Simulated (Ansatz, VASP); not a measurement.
SiO2 in VASP and in Ansatz

INCAR

```
SYSTEM = SiO2
PREC = Accurate
ENCUT = 600
EDIFF = 1E-7
ISMEAR = 0
SIGMA = 0.1
LREAL = .FALSE.
LASPH = .TRUE.
NELM = 150
ALGO = Normal
ISIF = 3
LWAVE = .FALSE.
LCHARG = .FALSE.
ISPIN = 2
MAGMOM = 0 0 1 1 1 1
LORBIT = 11
GGA = PE
IBRION = 2
NSW = 90
EDIFFG = -0.04
```

The input KPOINTS:

```
regular mesh
0
G
  6 6 6
  0 0 0
```

Contents of POSCAR:

```
SiO2
1.0
    1.6897459700      0.9755752900      5.5186872200
   -1.6897459700      0.9755752900      5.5186872200
    0.0000000000     -1.9511505800      5.5186872200
Si O
2 4
Direct
    0.1250000000      0.1250000000      0.1250000000
    0.8750000000      0.8750000000      0.8750000000
    0.7500000000      0.7500000000      0.7500000000
    0.5000000000      0.5000000000      0.5000000000
    0.2500000000      0.2500000000      0.2500000000
    0.0000000000      0.0000000000      0.0000000000
```

Input for Ansatz:

```yaml
crystal:
  lattice:
    - [1.68974597, 0.97557529, 5.51868722]
    - [-1.68974597, 0.97557529, 5.51868722]
    - [0.0, -1.95115058, 5.51868722]
  atoms:
    - { symbol: Si, position: [0.125, 0.125, 0.125] }
    - { symbol: Si, position: [0.875, 0.875, 0.875] }
    - { symbol: O, position: [0.75, 0.75, 0.75], spin: 1.0 }
    - { symbol: O, position: [0.5, 0.5, 0.5], spin: 1.0 }
    - { symbol: O, position: [0.25, 0.25, 0.25], spin: 1.0 }
    - { symbol: O, position: [0.0, 0.0, 0.0], spin: 1.0 }
basis:
  ecutwfc: 420
kpoints:
  mp_grid: { grid: [6, 6, 6] }
hamiltonian:
  xc: pbe
scf:
  occupations: { method: gaussian, width: 0.1 }
  lower_state_search: "off"
output:
  forces: true
  stress: true
  eigenvalues: true
  populations: true
magnetization:
  spin_polarized: true
relax:
  adjacent_minimum: "off"
  f_tol: 0.04
  max_steps: 70
  cell: { stress_tol: 0.4 }
```

Change from the starting cell: ordered vacancies on the cation sites of caesium chloride (R-3m, No. 166).

Alike in both runs: task relaxation of cell and atoms; functional PBE; k mesh 6 × 6 × 6; occupations gaussian, width 0.1 eV; collinear spin.

|  | VASP | Ansatz |
| --- | --- | --- |
| version | VASP 6.6.1 | Ansatz 0.2.0 |
| potentials or method | VASP PAW PBE potentials, release 64 (Si, O), cutoff 600 eV | scalar-relativistic, plane waves, PAW |
| valence electrons in the cell | 32 | 32 |

```tsv
	VASP	Ansatz	Ansatz less VASP
gap on the k mesh at the Fermi level, each at its own relaxed structure (eV)	1.68	1.70	+0.021
net moment per atom (μB)	0.00	0.00	0.000
relaxed volume (Å³/atom)	9.09	9.10	+0.006
relaxed length of the cell vector where the two differ most in proportion (Å)	5.428	5.418	-0.0102
```

Ansatz's warnings: filled band counts differ across k points, seeded moment not kept.
